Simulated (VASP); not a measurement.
TiO2, 6 atoms in the cell. Symmetry: I4_1/amd, No. 141, tetragonal system. The conventional cell has a = 3.787 Å, b = 3.787 Å, c = 9.574 Å, α = 90.00°, β = 90.00°, γ = 90.00°. Ti (site symmetry -4m2) has 6 O at 1.94 to 1.99 Å within 2.6 Å. Within 2.6 Å of O (site symmetry 2mm) lie 3 Ti at 1.94 to 1.99 Å and 2 O at 2.47 Å. 

- Program: VASP 6.6.1
- Task: single point
- Functional: PBE
- Dispersion: D3(BJ)
- Potentials or basis: VASP PAW PBE potentials, release 64 (Ti_sv, O)
- Cutoff: 520 eV
- k mesh: 10 × 10 × 10
- Occupations: gaussian, width 0.02 eV
- Spin: no spin polarisation
- Dipole correction: no
- Further INCAR settings: ALGO = Normal; EDIFF = 1e-06; NBANDS = 33

Potentials or basis: VASP PAW PBE potentials, release 64 (Ti_sv, O).

Run with:

```sh
$ cat potpaw_PBE.64/Ti_sv/POTCAR potpaw_PBE.64/O/POTCAR > POTCAR
$ mpirun -np 1 vasp_std > vasp.out
```

Hardware: 1 thread of AMD EPYC 7R13 Processor (Zen 3), on a shared host.

Problem. Estimate the wall time of this run.

Solution. Run time: 7.1 min on 1 thread of AMD EPYC 7R13 Processor (Zen 3), with other jobs on the host, peak memory 0.35 GiB. Counts: scf iterations 16, k points 102.
